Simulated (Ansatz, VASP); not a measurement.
# Cu: VASP beside Ansatz

```
Cu
1.0
     0.00000    1.61038    2.27708
     1.61038    0.00000    2.27708
     1.61038    1.61038    0.00000
Cu
1
Direct
  0.00000 0.00000 0.00000
```

Alike in both runs: task single point; functional PBE; k mesh 24 × 24 × 24; occupations gaussian, width 0.15 eV; no spin polarisation.

```csv
,VASP,Ansatz
version,VASP 6.6.1,Ansatz 0.2.0
potentials or method,"VASP PAW PBE potentials, release 64 (Cu), cutoff 520 eV","scalar-relativistic, plane waves, PAW"
valence electrons in the cell,11,19
```

VASP gave:

| Item | Value |
| --- | --- |
| gap on the k mesh at the Fermi level (eV) | none |
| pressure (GPa) | 13.3 |
| traceless stress, the component that is largest in VASP (GPa) | -31.45 |

Problem. What did Ansatz give for the same quantities?

Solution. gap on the k mesh at the Fermi level (eV): none; pressure (GPa): 12.9; traceless stress, the component that is largest in VASP (GPa): -31.54.

A gap of «none» marks a metal or a gap that the smearing closes. VASP's potentials hold 11 valence electrons a cell and Ansatz's 19, so a difference there can come from the potentials and not from the codes.
